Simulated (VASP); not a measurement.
Write the native input for VASP 6.6.1 that does the following.

```
Task                   : single point
Functional             : PBEsol
Potentials or basis    : VASP PAW PBE potentials, release 64 (Sc_sv)
Cutoff                 : 520 eV
k mesh                 : 18 × 18 × 18
Occupations            : gaussian, width 0.15 eV
Spin                   : no spin polarisation
Dipole correction      : no
Further INCAR settings : ALGO = Normal; EDIFF = 1e-06; NBANDS = 12
```

The structure of Sc lies in POSCAR:

```
Sc
1.0
    0.0000000000      2.3045575000      2.2364425000
    2.3045575000      0.0000000000      2.2364425000
    2.3045575000      2.3045575000      0.0000000000
Sc
1
Direct
    0.0000000000      0.0000000000      0.0000000000
```

This cell differs from its parent crystal: strain +0.015 along x and y, -0.015 along z.

These files were run (other wordings do the same):

INCAR

```
ALGO = Normal ; EDIFF = 1E-6
ENCUT = 520 ; GGA = PS
ISIF = 2 ; ISMEAR = 0
LASPH = T ; LCHARG = F
LREAL = F ; LWAVE = F
NBANDS = 12 ; NELM = 80
PREC = Accurate ; SIGMA = 0.15
```

KPOINTS

```
k-points
0
Gamma
  18 18 18
```

Potentials or basis: VASP PAW PBE potentials, release 64 (Sc_sv).

The run is started by

```sh
$ cat potpaw_PBE.64/Sc_sv/POTCAR > POTCAR
$ mpirun -np 1 vasp_std > vasp.out
```

It gave:

```
Pressure               : -0.3 GPa
Band gap on the k mesh : zero (an odd number of electrons rules out a gap without spin polarisation)
```

Caveat: the cell differs from its parent crystal (strain +0.015 along x and y, -0.015 along z); the PAW data sets were made with another functional, which shifts forces and pressure a little.

Wall time 73 s on 1 thread of Oxide Virtual Turin-like Processor (shared host), peak memory 0.21 GiB.
